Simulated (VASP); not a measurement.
# ReP in VASP: a series of runs

The runs below take ReP through single point, with r2SCAN, PBE.

Program: VASP 6.6.1. These are calculated values, not measurements. Logs are shortened: lines on timing, memory, paths and dates and some standing lists are left out, and cuts for length are marked.

## (1) The cell of the first run

It takes space group Fm-3m (No. 225, cubic). The conventional cell has a = 4.916 Å, b = 4.916 Å, c = 4.916 Å, α = 90.00°, β = 90.00°, γ = 90.00°. Within 3.2 Å of Re (site symmetry m-3m) lie 6 P at 2.46 Å. Within 3.2 Å of P (site symmetry m-3m) lie 6 Re at 2.46 Å.

## (2) Single point, r2SCAN

File POSCAR:

```
ReP
1.0
    0.0000000000      2.4579799456      2.4579799456
    2.4579799456      0.0000000000      2.4579799456
    2.4579799456      2.4579799456      0.0000000000
Re P
1 1
Direct
    0.5000000000      0.5000000000      0.5000000000
    0.0000000000      0.0000000000      0.0000000000
```

File INCAR.step1:

```
ALGO     = Normal         # electronic algorithm
EDIFF    = 1E-4           # SCF threshold, eV
ENCUT    = 520            # plane-wave cutoff, eV
GGA      = PE             # functional
ISMEAR   = 0              # smearing method
LASPH    = True           # aspherical terms in the spheres
LCHARG   = False          # write CHGCAR
LREAL    = False          # projectors in reciprocal space
LWAVE    = True           # write WAVECAR
NBANDS   = 13             # bands
NELM     = 60             # most SCF steps
PREC     = Accurate       # precision mode
SIGMA    = 0.05           # smearing width, eV
```

File INCAR.step2:

```
ALGO     = Normal         # electronic algorithm
EDIFF    = 1E-6           # SCF threshold, eV
ENCUT    = 520            # plane-wave cutoff, eV
ISIF     = 2              # what is computed and relaxed
ISMEAR   = 0              # smearing method
ISTART   = 1            
LASPH    = True           # aspherical terms in the spheres
LCHARG   = True           # write CHGCAR
LELF     = True           # ELF
LMIXTAU  = True         
LREAL    = False          # projectors in reciprocal space
LVHAR    = True         
LWAVE    = False          # write WAVECAR
METAGGA  = R2SCAN         # meta-GGA
NBANDS   = 13             # bands
NELM     = 60             # most SCF steps
PREC     = Accurate       # precision mode
SIGMA    = 0.05           # smearing width, eV
```

File KPOINTS:

```
k-points
0
Gamma
  12 12 12
```

Potentials or basis: VASP PAW PBE potentials, release 64 (Re, P).

Started as:

```
cat potpaw_PBE.64/Re/POTCAR potpaw_PBE.64/P/POTCAR > POTCAR
cp INCAR.step1 INCAR
mpirun -np 1 vasp_std > vasp.out
cp INCAR.step2 INCAR
mpirun -np 1 vasp_std > vasp.out
```

OUTCAR:

```text
EDIFF = 1E-6
   ENCUT = 520
   ISIF = 2
   ISMEAR = 0
   ISTART = 1
   LASPH = True
   LREAL = False
   METAGGA = R2SCAN
   NELM = 60
   PREC = Accurate

 ion  position               nearest neighbor table
   1  0.500  0.500  0.500-   2 2.46   2 2.46   2 2.46   2 2.46   2 2.46   2 2.46
   2  0.000  0.000  0.000-   1 2.46   1 2.46   1 2.46   1 2.46   1 2.46   1 2.46

  LATTYP: Found a face centered cubic cell.
 ALAT       =     4.9159598912

  Lattice vectors:

 A1 = (   0.0000000000,   2.4579799456,   2.4579799456)
 A2 = (   2.4579799456,   0.0000000000,   2.4579799456)
 A3 = (   2.4579799456,   2.4579799456,   0.0000000000)

Analysis of symmetry for initial positions (statically):
=====================================================================
 Subroutine PRICEL returns:
 Original cell was already a primitive cell.

 Routine SETGRP: Setting up the symmetry group for a
 face centered cubic supercell.

 Subroutine GETGRP returns: Found 48 space group operations
 (whereof 48 operations were pure point group operations)
 out of a pool of 48 trial point group operations.

The static configuration has the point symmetry O_h .

Analysis of symmetry for dynamics (positions and initial velocities):
=====================================================================
 Subroutine PRICEL returns:
 Original cell was already a primitive cell.

 Routine SETGRP: Setting up the symmetry group for a
 face centered cubic supercell.

 Subroutine GETGRP returns: Found 48 space group operations
 (whereof 48 operations were pure point group operations)
 out of a pool of 48 trial point group operations.

The dynamic configuration has the point symmetry O_h .

 Subroutine INISYM returns: Found 48 space group operations
 (whereof 48 operations are pure point group operations),
 and found     1 'primitive' translations

----------------------------------------------------------------------------------------

                                     Primitive cell

  volume of cell :      29.7006

  direct lattice vectors                    reciprocal lattice vectors
     0.000000000  2.457979946  2.457979946    -0.203419072  0.203419072  0.203419072
     2.457979946  0.000000000  2.457979946     0.203419072 -0.203419072  0.203419072
     2.457979946  2.457979946  0.000000000     0.203419072  0.203419072 -0.203419072

  length of vectors
     3.476108575  3.476108575  3.476108575     0.352332168  0.352332168  0.352332168

  position of ions in fractional coordinates (direct lattice)
     0.500000000  0.500000000  0.500000000
     0.000000000  0.000000000  0.000000000

  ion indices of the primitive-cell ions
   primitive index   ion index
                 1           1
                 2           2

----------------------------------------------------------------------------------------

 KPOINTS: k-points

Automatic generation of k-mesh.
 Grid dimensions read from file:
 generate k-points for:   12   12   12

 Generating k-lattice:

  Cartesian coordinates                     Fractional coordinates (reciprocal lattice)
    -0.016951589  0.016951589  0.016951589     0.083333333  0.000000000  0.000000000
     0.016951589 -0.016951589  0.016951589     0.000000000  0.083333333  0.000000000
     0.016951589  0.016951589 -0.016951589     0.000000000  0.000000000  0.083333333

  Length of vectors
     0.029361014  0.029361014  0.029361014

  Shift w.r.t. Gamma in fractional coordinates (k-lattice)
     0.000000000  0.000000000  0.000000000

 Subroutine IBZKPT returns following result:
 ===========================================

 Found     72 irreducible k-points:

 Following reciprocal coordinates:
            Coordinates               Weight
  0.000000  0.000000  0.000000      1.000000
  0.083333  0.000000  0.000000      8.000000
  0.166667  0.000000  0.000000      8.000000
  0.250000  0.000000  0.000000      8.000000
  0.333333  0.000000  0.000000      8.000000
  0.416667  0.000000  0.000000      8.000000
[... 16 lines left out ...]
  0.500000  0.166667  0.000000     24.000000
 -0.416667  0.166667  0.000000     24.000000
 [... further k-points ...]
   k-points           NKPTS =     72   k-points in BZ     NKDIM =     72   number of bands    NBANDS=     13
   number of dos      NEDOS =    301   number of ions     NIONS =      2
   total plane-waves  NPLWV =  21952
   dimension x,y,z NGX =    28 NGY =   28 NGZ =   28
   dimension x,y,z NGXF=    56 NGYF=   56 NGZF=   56
   ions per type =               1   1
   NGX,Y,Z   is equivalent  to a cutoff of  13.39, 13.39, 13.39 a.u.
   NGXF,Y,Z  is equivalent  to a cutoff of  26.78, 26.78, 26.78 a.u.
 SYSTEM =  unknown system
   PREC   = accura    normal or accurate (medium, high low for compatibility)
   ISTART =      1    job   : 0-new  1-cont  2-samecut
   ICHARG =      0    charge: 1-file 2-atom 10-const
   ISPIN  =      1    spin polarized calculation?
   LNONCOLLINEAR =      F non collinear calculations
   LSORBIT =      F    spin-orbit coupling
   LASPH  =      T    aspherical Exc in radial PAW
   ENCUT  =  520.0 eV  38.22 Ry    6.18 a.u.   6.46  6.46  6.46*2*pi/ulx,y,z
   NELM   =     60;   NELMIN=  2; NELMDL=  0     # of ELM steps
   EDIFF  = 0.1E-05   stopping-criterion for ELM
   LREAL  =      F    real-space projection
   EDIFFG = 0.1E-04   stopping-criterion for IOM
   NSW    =      0    number of steps for IOM
   IBRION =     -1    ionic relax: 0-MD 1-quasi-New 2-CG
   NFREE  =      0    steps in history (QN), initial steepest desc. (CG)
   ISIF   =      2    stress and relaxation
   ISYM   =      2    0-nonsym 1-usesym 2-fastsym
   POTIM  = 0.5000    time-step for ionic-motion
   TEBEG  =    0.0;   TEEND  =   0.0 temperature during run
   PSTRESS=    0.0 pullay stress
   NELECT =      12.0000    total number of electrons
   NUPDOWN=      -1.0000    fix difference up-down
   EMIN   =  10.00;   EMAX   =-10.00  energy-range for DOS
   EFERMI =   0.00;   METHOD = LEGACY
   ISMEAR =     0;   SIGMA  =   0.05  broadening in eV -4-tet -1-fermi 0-gaus
   EFERMI_NEDOS =   21; number of points for ismear=-14 and -15
   IALGO  =     38    algorithm
   IMIX   =      4    mixing-type and parameters
     AMIX     =   0.40;   BMIX     =  1.00
     AMIX_MAG =   1.60;   BMIX_MAG =  1.00
  volume/ion in A,a.u.               =      14.85       100.21
  Fermi-wavevector in a.u.,A,eV,Ry     =   1.210264  2.287068 19.928995  1.464740
  Thomas-Fermi vector in A             =   2.345816
   LORBIT       =      0    0 simple, 1 ext, 2 COOP (PROOUT), +10 PAW based schemes
   METAGGA = R2SCAN    functional components
   LHFCALC =     F    Hartree Fock is set to
   AEXX    =    0.0000 exact exchange contribution
   IVDW    =     0    specifies the selected vdW correction
   LEPSILON=     F    determine dielectric tensor
   LRPA    =     F    only Hartree local field effects (RPA)
 non-spin polarized calculation
 Gauss-broadening in eV      SIGMA  =   0.05
  energy-cutoff  :      520.00
  volume of cell :       29.70
 maximum number of plane-waves:       821
 NGX is ok and might be reduce to    28
   NGX = 13   NGY = 13   NGZ = 13

 number of electron      12.0000001 magnetization

 Free energy of the ion-electron system (eV)
  ---------------------------------------------------
  ext. energy  EPLUGINS =         0.00000000
  ---------------------------------------------------
  free energy    TOTEN  =       -60.11151019 eV

  energy without entropy =      -60.10859835  energy(sigma->0) =      -60.11005427

 E-fermi :   8.9398     XC(G=0): -13.2518

 val. band max:        8.9312494998   @ k =  -0.2500   0.0833   0.0000
 cond. band min:       8.9558282424   @ k =  -0.4167   0.3333   0.0833
 fundamental gap:      0.0245787426
 Fermi energy:         8.9397904499

 k-point     1 :       0.0000    0.0000    0.0000
  band No.  band energies     occupation
      1      -6.3844      2.00000
      2       5.9839      2.00000
      3       5.9839      2.00000
      4       5.9839      2.00000
      5       6.3815      2.00000
      6       6.3815      2.00000
      7       8.5633      2.00000
      8       8.5633      2.00000
      9       8.5633      2.00000
     10      15.8021      0.00000
     11      18.8703      0.00000
     12      22.9399      0.00000
     13      22.9399      0.00000

 k-point     2 :       0.0833    0.0000    0.0000
  band No.  band energies     occupation
      1      -6.2420      2.00000
      2       5.5864      2.00000
      3       5.7307      2.00000
      4       5.7307      2.00000
      5       6.2080      2.00000
      6       6.2080      2.00000
      7       8.4990      2.00000
      8       9.2927      0.00000
      9       9.2927      0.00000
     10      16.3069      0.00000
     11      19.0301      0.00000
     12      22.2627      0.00000
     13      22.5335      0.00000

 k-point     3 :       0.1667    0.0000    0.0000
  band No.  band energies     occupation
      1      -5.8236      2.00000
      2       4.5470      2.00000
      3       4.8697      2.00000
      4       4.8697      2.00000
      5       6.5485      2.00000
      6       6.5485      2.00000
      7       8.4492      2.00000
      8      10.6961      0.00000
      9      10.6961      0.00000
     10      17.2816      0.00000
     11      18.9806      0.00000
     12      21.3160      0.00000
     13      21.3160      0.00000
[... 305 lines left out ...]
 k-point    23 :       0.5000    0.1667    0.0000
  band No.  band energies     occupation
      1      -3.2278      2.00000
      2       0.7130      2.00000
      3       3.0365      2.00000
      4       3.4842      2.00000
      5       7.7739      2.00000
      6       8.8165      1.99951
      7       9.3842      0.00000
      8      12.8683      0.00000
      9      13.2086      0.00000
     10      15.0144      0.00000
     11      17.3973      0.00000
     12      18.6949      0.00000
     13      20.2013      0.00000

 k-point    24 :      -0.4167    0.1667    0.0000
  band No.  band energies     occupation
      1      -3.0557      2.00000
      2       0.4983      2.00000
      3       3.0658      2.00000
      4       3.2678      2.00000
      5       8.4675      2.00000
      6       8.5322      2.00000
      7       9.1732      0.00000
      8      12.6097      0.00000
      9      14.1974      0.00000
     10      14.2828      0.00000
     11      18.0099      0.00000
     12      18.5287      0.00000
     13      20.3956      0.00000

 [... further k-points ...]

------------------------ aborting loop because EDIFF is reached ----------------------------------------

  FORCE on cell =-STRESS in cart. coord.  units (eV):
  Direction    XX          YY          ZZ          XY          YZ          ZX
  --------------------------------------------------------------------------------------
  -------------------------------------------------------------------------------------
  Total       -0.4318614     -0.4318614     -0.4318614      0.0000000      0.0000000      0.0000000
  in kB      -23.2964642    -23.2964642    -23.2964642      0.0000000      0.0000000      0.0000000
  external PRESSURE =     -23.2964642 kB  Pullay stress =       0.0000000 kB

 VOLUME and BASIS-vectors are now :
 -----------------------------------------------------------------------------
  energy-cutoff  :      520.00
  volume of cell :       29.70
      direct lattice vectors                 reciprocal lattice vectors
     0.000000000  2.457979946  2.457979946    -0.203419072  0.203419072  0.203419072
     2.457979946  0.000000000  2.457979946     0.203419072 -0.203419072  0.203419072
     2.457979946  2.457979946  0.000000000     0.203419072  0.203419072 -0.203419072

 POSITION                                       TOTAL-FORCE (eV/Angst)
 -----------------------------------------------------------------------------------
      2.45798      2.45798      2.45798         0.000000     -0.000000      0.000000
      0.00000      0.00000      0.00000        -0.000000      0.000000     -0.000000
 -----------------------------------------------------------------------------------
    total drift:                                0.000000      0.000000      0.000000

  FREE ENERGIE OF THE ION-ELECTRON SYSTEM (eV)
  ---------------------------------------------------
  free  energy   TOTEN  =       -60.1115101883 eV

  energy  without entropy=      -60.1085983508  energy(sigma->0) =      -60.11005427
```

Wall time 2.6 min (1 thread of Intel Xeon 8259CL, shared host); peak memory 0.19 GiB.

Results:

```
Free energy            : -60.1115 eV
Pressure               : -2.3 GPa
Band gap on the k mesh : zero (bands 6 and 7 overlap by 0.80 eV)
```

Caveat: the PAW data sets were made with another functional, which shifts forces and pressure a little; spin-orbit coupling is left out, which moves the levels of the heavy elements.

## (3) Single point, PBE (atom 1 (Re) moved 0.12 Å along z)

File INCAR:

```
SYSTEM = ReP
PREC = Accurate
ENCUT = 520
EDIFF = 1E-7
ISMEAR = 0
SIGMA = 0.05
LREAL = .FALSE.
LASPH = .TRUE.
NELM = 80
ALGO = Normal
ISIF = 2
LWAVE = .FALSE.
LCHARG = .FALSE.
GGA = PE
NBANDS = 13
```

File KPOINTS:

```
regular mesh
0
G
  12 12 12
  0 0 0
```

POSCAR: that of step 2 with these lines changed.

```diff
@@ -8,3 +8,3 @@
 Direct
-    0.5000000000      0.5000000000      0.5000000000
+    0.5244102887      0.5244102887      0.4755897113
     0.0000000000      0.0000000000      0.0000000000
```

Potentials or basis: VASP PAW PBE potentials, release 64 (Re, P).

Started as:

```
cat potpaw_PBE.64/Re/POTCAR potpaw_PBE.64/P/POTCAR > POTCAR
mpirun -np 1 vasp_std > vasp.out
```

It took 1.7 min on 1 thread of Intel Xeon 8259CL, shared host; peak memory 0.21 GiB.

It converged, with:

* Free energy: -16.5570 eV
* Pressure: 2.2 GPa
* Largest force: 0.098 eV/Å
* Band gap on the k mesh: zero (bands 6 and 7 overlap by 0.80 eV)

Forces in eV/Å, atoms in the order of the input:
```
Re   0.000  0.000 -0.098
P    0.000  0.000  0.098
```

Stress tensor (GPa, compression positive):
```
-0.09  0.00  0.00
 0.00 -0.09  0.00
 0.00  0.00  6.84
```

Levels at points of the mesh, in eV from the Fermi level:
```csv
k point,band 3,band 4,band 5,band 6,band 7,band 8,band 9,band 10
"(0.00, 0.00, 0.00)",-2.94,-2.80,-2.65,-2.39,-0.11,-0.11,0.09,6.04
"(0.50, 0.00, 0.00)",-5.54,-5.52,-0.23,-0.22,0.59,3.26,6.05,6.22
"(0.50, 0.50, 0.00)",-4.75,-2.49,-2.49,-1.26,0.45,0.53,0.53,4.43
"(0.00, 0.50, 0.50)",-4.89,-2.65,-2.33,-1.08,0.53,0.53,0.54,4.37
```

Caveat: the cell differs from its parent crystal (atom 1 (Re) moved 0.12 Å along z); spin-orbit coupling is left out, which moves the levels of the heavy elements.
